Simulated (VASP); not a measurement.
# CoSi2 (Fm-3m) in VASP: a series of runs, part 2 of 2

VASP 6.6.1.

### Step 3. Single point, PBE, collinear spin, ferromagnetic start (volume scaled by 0.99)

File INCAR:

```
PREC     = Accurate       # precision mode
ENCUT    = 520            # plane-wave cutoff, eV
EDIFF    = 1E-6           # SCF threshold, eV
ISMEAR   = -1             # smearing method
SIGMA    = 0.05           # smearing width, eV
LREAL    = F              # projectors in reciprocal space
LASPH    = T              # aspherical terms in the spheres
NELM     = 150            # most SCF steps
ALGO     = Normal         # electronic algorithm
ISIF     = 2              # what is computed and relaxed
LWAVE    = F              # write WAVECAR
LCHARG   = T              # write CHGCAR
ISPIN    = 2              # spin polarisation
MAGMOM   = 2 0 0          # initial moments
LORBIT   = 11             # projections on sites
LMAXMIX  = 4              # l up to which the mixer works
GGA      = PE             # functional
LELF     = T              # ELF
LVHAR    = T            
NBANDS   = 20             # bands
```

File KPOINTS:

```
regular mesh
0
Gamma
  11 11 11
```

File POSCAR:

```
CoSi2
1.0
    0.0000000000      2.6735283611      2.6735283611
    2.6735283611      0.0000000000      2.6735283611
    2.6735283611      2.6735283611      0.0000000000
Co Si
1 2
Direct
    0.0000000000      0.0000000000      0.0000000000
    0.2500000000      0.2500000000      0.2500000000
    0.7500000000      0.7500000000      0.7500000000
```

Potentials or basis: VASP PAW PBE potentials, release 64 (Co, Si).

Started as:

```
$ cat potpaw_PBE.64/Co/POTCAR potpaw_PBE.64/Si/POTCAR > POTCAR
$ mpirun -np 1 vasp_std > vasp.out
```

OUTCAR:

```text
PREC = Accurate
   ENCUT = 520
   EDIFF = 1E-6
   ISMEAR = -1
   LREAL = F
   LASPH = T
   NELM = 150
   ISIF = 2
   ISPIN = 2
   LORBIT = 11
   GGA = PE

 ion  position               nearest neighbor table
   1  0.000  0.000  0.000-   3 2.32   3 2.32   3 2.32   2 2.32   2 2.32   2 2.32   3 2.32   2 2.32

   2  0.250  0.250  0.250-   1 2.32   1 2.32   1 2.32   1 2.32   3 2.67   3 2.67   3 2.67   3 2.67
                             3 2.67   3 2.67
   3  0.750  0.750  0.750-   1 2.32   1 2.32   1 2.32   1 2.32   2 2.67   2 2.67   2 2.67   2 2.67
                             2 2.67   2 2.67

  LATTYP: Found a face centered cubic cell.
 ALAT       =     5.3470567222

  Lattice vectors:

 A1 = (   0.0000000000,   2.6735283611,   2.6735283611)
 A2 = (   2.6735283611,   0.0000000000,   2.6735283611)
 A3 = (   2.6735283611,   2.6735283611,   0.0000000000)

Analysis of symmetry for initial positions (statically):
=====================================================================
 Subroutine PRICEL returns:
 Original cell was already a primitive cell.

 Routine SETGRP: Setting up the symmetry group for a
 face centered cubic supercell.

 Subroutine GETGRP returns: Found 48 space group operations
 (whereof 48 operations were pure point group operations)
 out of a pool of 48 trial point group operations.

The static configuration has the point symmetry O_h .

Analysis of symmetry for dynamics (positions and initial velocities):
=====================================================================
 Subroutine PRICEL returns:
 Original cell was already a primitive cell.

 Routine SETGRP: Setting up the symmetry group for a
 face centered cubic supercell.

 Subroutine GETGRP returns: Found 48 space group operations
 (whereof 48 operations were pure point group operations)
 out of a pool of 48 trial point group operations.

The dynamic configuration has the point symmetry O_h .

Analysis of structural, dynamic, and magnetic symmetry:
=====================================================================
 Subroutine PRICEL returns:
 Original cell was already a primitive cell.

 Routine SETGRP: Setting up the symmetry group for a
 face centered cubic supercell.

 Subroutine GETGRP returns: Found 48 space group operations
 (whereof 48 operations were pure point group operations)
 out of a pool of 48 trial point group operations.

The overall configuration has the point symmetry O_h .

 Subroutine INISYM returns: Found 48 space group operations
 (whereof 48 operations are pure point group operations),
 and found     1 'primitive' translations

----------------------------------------------------------------------------------------

                                     Primitive cell

  volume of cell :      38.2194

  direct lattice vectors                    reciprocal lattice vectors
     0.000000000  2.673528361  2.673528361    -0.187018775  0.187018775  0.187018775
     2.673528361  0.000000000  2.673528361     0.187018775 -0.187018775  0.187018775
     2.673528361  2.673528361  0.000000000     0.187018775  0.187018775 -0.187018775

  length of vectors
     3.780940068  3.780940068  3.780940068     0.323926021  0.323926021  0.323926021

  position of ions in fractional coordinates (direct lattice)
     0.000000000  0.000000000  0.000000000
[... 72 lines left out ...]
   ISTART =      0    job   : 0-new  1-cont  2-samecut
   ICHARG =      2    charge: 1-file 2-atom 10-const
   ISPIN  =      2    spin polarized calculation?
   LNONCOLLINEAR =      F non collinear calculations
   LSORBIT =      F    spin-orbit coupling
   LASPH  =      T    aspherical Exc in radial PAW
   ENCUT  =  520.0 eV  38.22 Ry    6.18 a.u.   7.03  7.03  7.03*2*pi/ulx,y,z
   NELM   =    150;   NELMIN=  2; NELMDL= -5     # of ELM steps
   EDIFF  = 0.1E-05   stopping-criterion for ELM
   LREAL  =      F    real-space projection
   EDIFFG = 0.1E-04   stopping-criterion for IOM
   NSW    =      0    number of steps for IOM
   IBRION =     -1    ionic relax: 0-MD 1-quasi-New 2-CG
   NFREE  =      0    steps in history (QN), initial steepest desc. (CG)
   ISIF   =      2    stress and relaxation
   ISYM   =      2    0-nonsym 1-usesym 2-fastsym
   POTIM  = 0.5000    time-step for ionic-motion
   TEBEG  =    0.0;   TEEND  =   0.0 temperature during run
   PSTRESS=    0.0 pullay stress
   NELECT =      17.0000    total number of electrons
   NUPDOWN=      -1.0000    fix difference up-down
   EMIN   =  10.00;   EMAX   =-10.00  energy-range for DOS
   EFERMI =   0.00;   METHOD = LEGACY
   ISMEAR =    -1;   SIGMA  =   0.05  broadening in eV -4-tet -1-fermi 0-gaus
   EFERMI_NEDOS =   21; number of points for ismear=-14 and -15
   IALGO  =     38    algorithm
   IMIX   =      4    mixing-type and parameters
     AMIX     =   0.40;   BMIX     =  1.00
     AMIX_MAG =   1.60;   BMIX_MAG =  1.00
  volume/ion in A,a.u.               =      12.74        85.97
  Fermi-wavevector in a.u.,A,eV,Ry     =   1.249673  2.361539 21.247978  1.561682
  Thomas-Fermi vector in A             =   2.383703
   LORBIT       =     11    0 simple, 1 ext, 2 COOP (PROOUT), +10 PAW based schemes
   GGA     = PE    functional components
   LHFCALC =     F    Hartree Fock is set to
   AEXX    =    0.0000 exact exchange contribution
   IVDW    =     0    specifies the selected vdW correction
   LEPSILON=     F    determine dielectric tensor
   LRPA    =     F    only Hartree local field effects (RPA)
 spin polarized calculation
  energy-cutoff  :      520.00
  volume of cell :       38.22
 maximum number of plane-waves:      1039
   NGX = 13   NGY = 13   NGZ = 13

 number of electron      16.9999997 magnetization      -0.0008203

 number of electron      16.9999997 magnetization       0.0001910

 Free energy of the ion-electron system (eV)
  ---------------------------------------------------
  ext. energy  EPLUGINS =         0.00000000
  ---------------------------------------------------
  free energy    TOTEN  =       -19.29930479 eV

  energy without entropy =      -19.29121900  energy(sigma->0) =      -19.29526190

 E-fermi :  10.1564     XC(G=0): -11.7699

 val. band max:       10.1340112370   @ k =  -0.2727   0.2727   0.0000
 cond. band min:      10.1718352549   @ k =   0.3636   0.1818   0.0000
 fundamental gap:      0.0378240178
 Fermi energy:        10.1563664204

 spin component 1

 k-point     1 :       0.0000    0.0000    0.0000
  band No.  band energies     occupation
      1      -3.0032      1.00000
      2       6.0600      1.00000
      3       6.0600      1.00000
      4       6.0600      1.00000
      5       8.2358      1.00000
      6       8.2358      1.00000
[... 541 lines left out ...]
     19      24.3911      0.00000
     20      26.2805      0.00000

 [... further k-points ...]

 spin component 2

 k-point     1 :       0.0000    0.0000    0.0000
  band No.  band energies     occupation
      1      -3.0032      1.00000
      2       6.0600      1.00000
      3       6.0600      1.00000
      4       6.0600      1.00000
      5       8.2358      1.00000
      6       8.2358      1.00000
[... 541 lines left out ...]
     19      24.3913      0.00000
     20      26.2807      0.00000

 [... further k-points ...]
[... 5 lines left out ...]
  --------------------------------------------------------------------------------------
  -------------------------------------------------------------------------------------
  Total        0.2660940      0.2660940      0.2660940      0.0000000      0.0000000      0.0000000
  in kB       11.1547865     11.1547865     11.1547865      0.0000000      0.0000000      0.0000000
  external PRESSURE =      11.1547865 kB  Pullay stress =       0.0000000 kB

 VOLUME and BASIS-vectors are now :
 -----------------------------------------------------------------------------
  energy-cutoff  :      520.00
  volume of cell :       38.22
      direct lattice vectors                 reciprocal lattice vectors
     0.000000000  2.673528361  2.673528361    -0.187018775  0.187018775  0.187018775
     2.673528361  0.000000000  2.673528361     0.187018775 -0.187018775  0.187018775
     2.673528361  2.673528361  0.000000000     0.187018775  0.187018775 -0.187018775

 POSITION                                       TOTAL-FORCE (eV/Angst)
 -----------------------------------------------------------------------------------
      0.00000      0.00000      0.00000        -0.000000      0.000000     -0.000000
      1.33676      1.33676      1.33676        -0.000000     -0.000000     -0.000000
      4.01029      4.01029      4.01029         0.000000      0.000000      0.000000
 -----------------------------------------------------------------------------------
    total drift:                               -0.000000     -0.000000      0.000000

  FREE ENERGIE OF THE ION-ELECTRON SYSTEM (eV)
  ---------------------------------------------------
  free  energy   TOTEN  =       -19.2993047934 eV

  energy  without entropy=      -19.2912190037  energy(sigma->0) =      -19.29526190

 total charge

# of ion       s       p       d       tot
------------------------------------------
    1        0.543   0.726   7.600   8.869
    2        0.717   0.877   0.000   1.593
    3        0.717   0.877   0.000   1.593
--------------------------------------------------
tot          1.976   2.479   7.600  12.055

 magnetization (x)

# of ion       s       p       d       tot
------------------------------------------
    1       -0.000   0.000   0.000   0.000
    2        0.000  -0.000   0.000   0.000
    3        0.000  -0.000   0.000   0.000
--------------------------------------------------
tot          0.000   0.000   0.000   0.000
```

Run time: 65 s. Hardware: 1 thread of Intel Xeon 6975P-C (Granite Rapids), shared host; peak memory 0.21 GiB.

What came out:

| Quantity | Value |
| --- | --- |
| Free energy | -19.2993 eV |
| Pressure | 1.1 GPa |
| Net moment | 0.00 μB per cell |
| Valence electrons inside the program's atomic spheres | Co 8.87; Si 1.59 |

Levels at points of the mesh, in eV from the Fermi level:
Spin up:
| k point | band 7 | band 8 | band 9 | band 10 | band 11 | band 12 |
| --- | --- | --- | --- | --- | --- | --- |
| (0.00, 0.00, 0.00) | 0.81 | 3.43 | 3.43 | 3.43 | 3.46 | 3.46 |
Spin down:
| k point | band 7 | band 8 | band 9 | band 10 | band 11 | band 12 |
| --- | --- | --- | --- | --- | --- | --- |
| (0.00, 0.00, 0.00) | 0.81 | 3.43 | 3.43 | 3.43 | 3.46 | 3.46 |

Caveat: the starting moments collapsed, and a magnetic state may lie lower.

### Step 4. Single point, PBE, collinear spin, ferromagnetic start (volume scaled by 1.02)

File INCAR:

```
SYSTEM = CoSi2
PREC = Accurate
ENCUT = 520
EDIFF = 1E-6
ISMEAR = -1
SIGMA = 0.05
LREAL = .FALSE.
LASPH = .TRUE.
NELM = 150
ALGO = Normal
ISIF = 2
LWAVE = .FALSE.
LCHARG = .FALSE.
ISPIN = 2
MAGMOM = 2 0 0
LORBIT = 11
LMAXMIX = 4
GGA = PE
NBANDS = 20
```

File KPOINTS:

```
Automatic mesh
0
G
  11 11 11
  0 0 0
```

File POSCAR:

```
CoSi2
1.0
    0.0000000000      2.7002654184      2.7002654184
    2.7002654184      0.0000000000      2.7002654184
    2.7002654184      2.7002654184      0.0000000000
Co Si
1 2
Direct
    0.0000000000      0.0000000000      0.0000000000
    0.2500000000      0.2500000000      0.2500000000
    0.7500000000      0.7500000000      0.7500000000
```

Started as:

```
$ cat potpaw_PBE.64/Co/POTCAR potpaw_PBE.64/Si/POTCAR > POTCAR
$ mpirun -np 1 vasp_std > vasp.out
```

Run time: 74 s. Hardware: 1 thread of Intel Xeon 6975P-C (Granite Rapids), shared host; peak memory 0.21 GiB.

It converged, with:

```yaml
Free_energy: -19.2883 eV
Pressure: -4.0 GPa
Net_moment: 0.00 μB per cell
Valence_electrons_inside_the_program's_atomic_spheres: Co 8.79; Si 1.57
```

Levels at points of the mesh, in eV from the Fermi level:
Spin up:
```csv
k point,band 7,band 8,band 9,band 10,band 11,band 12
"(0.00, 0.00, 0.00)",0.52,3.31,3.31,3.31,3.45,3.45
```
Spin down:
```tsv
k point	band 6	band 7	band 8	band 9	band 10	band 11	band 12	band 13
(0.00, 0.00, 0.00)	-1.82	0.52	3.31	3.31	3.31	3.45	3.45	3.45
```

Caveat: the starting moments collapsed, and a magnetic state may lie lower.

### Step 5. Single point, PBE, collinear spin, ferromagnetic start (volume scaled by 1.06)

File INCAR:

```
PREC = Accurate
ENCUT = 520
EDIFF = 1E-7
ISMEAR = -1
SIGMA = 0.05
LREAL = F
LASPH = T
NELM = 150
ALGO = Normal
ISIF = 2
LWAVE = F
LCHARG = F
ISPIN = 2
MAGMOM = 2 0 0
LORBIT = 11
LMAXMIX = 4
GGA = PE
NBANDS = 20
```

File KPOINTS:

```
regular mesh
0
Gamma
  11 11 11
```

File POSCAR:

```
CoSi2
1.0
    0.0000000000      2.7351113962      2.7351113962
    2.7351113962      0.0000000000      2.7351113962
    2.7351113962      2.7351113962      0.0000000000
Co Si
1 2
Direct
    0.0000000000      0.0000000000      0.0000000000
    0.2500000000      0.2500000000      0.2500000000
    0.7500000000      0.7500000000      0.7500000000
```

Started as:

```
$ cat potpaw_PBE.64/Co/POTCAR potpaw_PBE.64/Si/POTCAR > POTCAR
$ mpirun -np 1 vasp_std > vasp.out
```

It took 1.8 min on 1 thread of Intel Xeon 6975P-C (Granite Rapids), shared host; peak memory 0.22 GiB.

Results (log left out):

| Quantity | Value |
| --- | --- |
| Free energy | -19.2216 eV |
| Pressure | -9.7 GPa |
| Net moment | 0.00 μB per cell |
| Valence electrons inside the program's atomic spheres | Co 8.69; Si 1.55 |

Levels at points of the mesh, in eV from the Fermi level:
Spin up:
```tsv
k point	band 6	band 7	band 8	band 9	band 10	band 11	band 12	band 13
(0.00, 0.00, 0.00)	-1.70	0.16	3.17	3.17	3.17	3.43	3.43	3.43
```
Spin down:
```
           k point  band 6  band 7  band 8  band 9  band 10  band 11  band 12  band 13
(0.00, 0.00, 0.00)   -1.70    0.16    3.17    3.17     3.17     3.43     3.43     3.43
```

Caveat: the starting moments collapsed, and a magnetic state may lie lower.
